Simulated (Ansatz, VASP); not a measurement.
**Two plane-wave programs on EuS**

File INCAR:

```
ALGO     = Normal         # electronic algorithm
EDIFF    = 1E-6           # SCF threshold, eV
ENCUT    = 600            # plane-wave cutoff, eV
GGA      = PE             # functional
GGA_COMPAT= F            
ISIF     = 2              # what is computed and relaxed
ISMEAR   = 0              # smearing method
ISPIN    = 2              # spin polarisation
LASPH    = T              # aspherical terms in the spheres
LCHARG   = T              # write CHGCAR
LDAU     = T              # DFT+U
LDAUJ    = 0 0          
LDAUL    = 3 -1           # shell
LDAUPRINT= 1            
LDAUTYPE = 2            
LDAUU    = 6 0            # U, eV
LELF     = T              # ELF
LMAXMIX  = 6              # l up to which the mixer works
LORBIT   = 11             # projections on sites
LREAL    = F              # projectors in reciprocal space
LVHAR    = T            
LWAVE    = F              # write WAVECAR
MAGMOM   = 7.54 -0.07     # initial moments
NBANDS   = 22             # bands
NELM     = 200            # most SCF steps
PREC     = Accurate       # precision mode
SIGMA    = 0.05           # smearing width, eV
```

File KPOINTS:

```
k-points
0
Gamma
  8 8 8
```

POSCAR

```
EuS
1.0
    0.0000000000      2.9526703932      2.9526703932
    2.9526703932      0.0000000000      2.9526703932
    2.9526703932      2.9526703932      0.0000000000
Eu S
1 1
Direct
    0.0000000000      0.0000000000      0.0000000000
    0.5000000000      0.5000000000      0.5000000000
```

Input for Ansatz:

```yaml
crystal:
  lattice:
    - [0.0, 2.9526703932, 2.9526703932]
    - [2.9526703932, 0.0, 2.9526703932]
    - [2.9526703932, 2.9526703932, 0.0]
  atoms:
    - { symbol: Eu, position: [0.0, 0.0, 0.0], spin: 7.55 }
    - { symbol: S, position: [0.5, 0.5, 0.5] }
basis:
  ecutwfc: 420
  ecutrho_ratio: 4
kpoints:
  mp_grid: { grid: [8, 8, 8] }
hamiltonian:
  xc: pbe
  hubbard:
    sites:
      - { species: Eu, l: f, u_eff: 6.0, starting_ns: start.occupation_matrices }
    ns_hold: { iters: 6 }
scf:
  occupations: { method: gaussian, width: 0.05 }
  lower_state_search: "off"
output:
  forces: true
  stress: true
  eigenvalues: true
  populations: true
  hubbard: { sites: [{ species: Eu, l: f }] }
magnetization:
  spin_polarized: true
```

Alike in both runs: task single point; functional PBE; k mesh 8 × 8 × 8; occupations gaussian, width 0.05 eV; collinear spin; Hubbard terms Eu f U = 6.0 eV.

|  | VASP | Ansatz |
| --- | --- | --- |
| version | VASP 6.6.1 | Ansatz 0.2.0 |
| potentials or method | VASP PAW PBE potentials, release 64 (Eu, S), cutoff 600 eV | scalar-relativistic, plane waves, PAW |
| valence electrons in the cell | 23 | 23 |

|  | VASP | Ansatz | Ansatz less VASP |
| --- | --- | --- | --- |
| gap on the k mesh at the Fermi level (eV) | 0.28 | 0.56 | +0.279 |
| least direct gap on the mesh (eV) | 0.56 | 0.98 | +0.421 |
| pressure (GPa) | 2.5 | 2.2 | -0.28 |
| net moment per atom (μB) | 3.50 | 3.50 | 0.000 |
| size of the moment on the site where the two differ most (μB) | 6.72 | 6.85 | +0.137 |

Site moments also hang on the region over which each program counts them. The programs project onto different local orbitals, so the same U acts differently, and such runs can settle in different states.

Spin-orbit coupling is off throughout.
